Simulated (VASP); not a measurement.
Wanted: the native input for a VASP 6.6.1 run.

| Property | Result |
| --- | --- |
| Task | relaxation of cell and atoms |
| Functional | PBE |
| Potentials or basis | VASP PAW PBE potentials, release 64 (Ni, N) |
| Cutoff | 600 eV |
| k mesh | 6 × 6 × 4 |
| Occupations | gaussian, width 0.1 eV |
| Spin | no spin polarisation |
| Dipole correction | no |
| Further INCAR settings | ALGO = Normal; EDIFF = 1e-07; IBRION = 2; EDIFFG = -0.04; NSW = 90; ISIF = 3 |

The structure of NiN2 lies in POSCAR:

```
NiN2
1.0
    3.2823001024      0.0000000000      0.0000000000
    0.0000000000      3.2823001024      0.0000000000
    0.0000000000      0.0000000000      4.7252489170
Ni N
2 4
Direct
    0.0000000000      0.0000000000      0.0000000000
    0.5000000000      0.5000000000      0.5000000000
    0.0000000000      0.5000000000      0.2030000000
    0.0000000000      0.5000000000      0.7030000000
    0.5000000000      0.0000000000      0.2970000000
    0.5000000000      0.0000000000      0.7970000000
```

One way to write it, as run:

INCAR

```
PREC = Accurate
ENCUT = 600
EDIFF = 1E-7
ISMEAR = 0
SIGMA = 0.1
LREAL = F
LASPH = T
NELM = 60
ALGO = Normal
ISIF = 3
LWAVE = F
LCHARG = F
GGA = PE
IBRION = 2
NSW = 90
EDIFFG = -0.04
```

KPOINTS

```
Automatic mesh
0
Gamma
  6 6 4
```

Potentials or basis: VASP PAW PBE potentials, release 64 (Ni, N).

Launch:

```console
$ cat potpaw_PBE.64/Ni/POTCAR potpaw_PBE.64/N/POTCAR > POTCAR
$ mpirun -np 1 vasp_std > vasp.out
```

It gave:

```yaml
Relaxed_volume: 8.44 Å³/atom
Relaxed_cell: a = 3.406 Å, b = 3.406 Å, c = 4.363 Å, α = 90.00°, β = 90.00°, γ = 90.00°
Space_group_after_relaxing_to_0.1_Å: I4/mmm (No. 139)
Energy_gained_by_relaxing: 108.8 meV/atom
Ionic_steps: 5
Pressure_after_relaxing: -0.2 GPa
Largest_force_after_relaxing: 0.007 eV/Å
Band_gap_on_the_k_mesh: zero (bands 20 and 21 overlap by 1.32 eV)
```

Caveat: the run has no spin polarisation, though such a crystal can be magnetic.

It took 2.9 min on 1 thread of Intel(R) Xeon(R) 6975P-C (Granite Rapids), on a shared host, peak memory 0.19 GiB.
